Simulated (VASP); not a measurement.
A run of VASP 6.6.1 is set up as follows.

Contents of POSCAR:

```
MgO
1.0
    0.0000000000      2.1351500000      2.1351500000
    2.2952862500      0.0000000000      2.1351500000
    2.2952862500      2.1351500000      0.0000000000
Mg O
1 1
Direct
    0.0000000000      0.0000000000      0.0000000000
    0.5000000000      0.5000000000      0.5000000000
```

The input INCAR.step1:

```
PREC     = Accurate       # precision mode
ENCUT    = 750            # plane-wave cutoff, eV
ISMEAR   = 0              # smearing method
SIGMA    = 0.05           # smearing width, eV
LREAL    = False          # projectors in reciprocal space
LASPH    = True           # aspherical terms in the spheres
NELM     = 120            # most SCF steps
NBANDS   = 15             # bands
GGA      = PE             # functional
ALGO     = Normal         # electronic algorithm
EDIFF    = 1E-5           # SCF threshold, eV
LWAVE    = True           # write WAVECAR
LCHARG   = False          # write CHGCAR
GGA_COMPAT= False
```

The input INCAR.step2:

```
PREC     = Accurate       # precision mode
ENCUT    = 750            # plane-wave cutoff, eV
EDIFF    = 1E-6           # SCF threshold, eV
ISMEAR   = 0              # smearing method
SIGMA    = 0.05           # smearing width, eV
LREAL    = False          # projectors in reciprocal space
LASPH    = True           # aspherical terms in the spheres
NELM     = 120            # most SCF steps
ALGO     = Normal         # electronic algorithm
ISIF     = 2              # what is computed and relaxed
LWAVE    = False          # write WAVECAR
LCHARG   = False          # write CHGCAR
METAGGA  = R2SCAN         # meta-GGA
LMIXTAU  = True         
NBANDS   = 15             # bands
ISTART   = 1            
GGA_COMPAT= False
```

The input KPOINTS:

```
Automatic mesh
0
Gamma
  10 10 10
```

Potentials or basis: VASP PAW PBE potentials, release 64 (Mg_sv, O).

Command:

```bash
$ cat potpaw_PBE.64/Mg_sv/POTCAR potpaw_PBE.64/O/POTCAR > POTCAR
$ cp INCAR.step1 INCAR
$ mpirun -np 1 vasp_std > vasp.out
$ cp INCAR.step2 INCAR
$ mpirun -np 1 vasp_std > vasp.out
```

Predict the pressure.

-14.6 GPa.

Predict the band gap on the k mesh.

4.48 eV.

Stress tensor (GPa, compression positive):
```
-18.74   0.00   0.00
  0.00 -12.60   0.00
  0.00   0.00 -12.60
```

Caveat: the cell differs from its parent crystal (strain +0.0750 x Voigt [1, 0, 0, 0, 0, 0]); the cell stands under tension; the PAW data sets were made with another functional, which shifts forces and pressure a little.
